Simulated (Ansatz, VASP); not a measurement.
**Two plane-wave programs on B2F**

```
B F
1.0
     2.20965    0.00000    0.00000
    -1.10482    1.91361    0.00000
     0.00000    0.00000    5.07047
B F
2 1
Cartesian
  0.0000 0.0000 3.4941
  0.0000 0.0000 1.5763
  0.0000 0.0000 0.0000
```

Alike in both runs: functional PBE; k mesh 6 × 6 × 4; occupations gaussian, width 0.1 eV; no spin polarisation.

Ansatz relaxed the structure, and its values are those at the end. VASP's run is a single point on that final structure, the one shown.

|  | VASP | Ansatz |
| --- | --- | --- |
| version | VASP 6.6.1 | Ansatz 0.2.0 |
| potentials or method | VASP PAW PBE potentials, release 64 (B, F), cutoff 520 eV | scalar-relativistic, plane waves, PAW |
| valence electrons in the cell | 13 | 13 |

VASP gave:

* gap on the k mesh at the Fermi level (eV): none
* pressure (GPa): -0.4
* rms of the force components (eV/Å): 0.018

**Question.** Estimate Ansatz's values.

**Answer.** gap on the k mesh at the Fermi level (eV): none; pressure (GPa): -0.3; rms of the force components (eV/Å): 0.000.

A gap of «none» marks a metal or a gap that the smearing closes.

The k mesh is coarse, so the values compare programs but aren't converged.
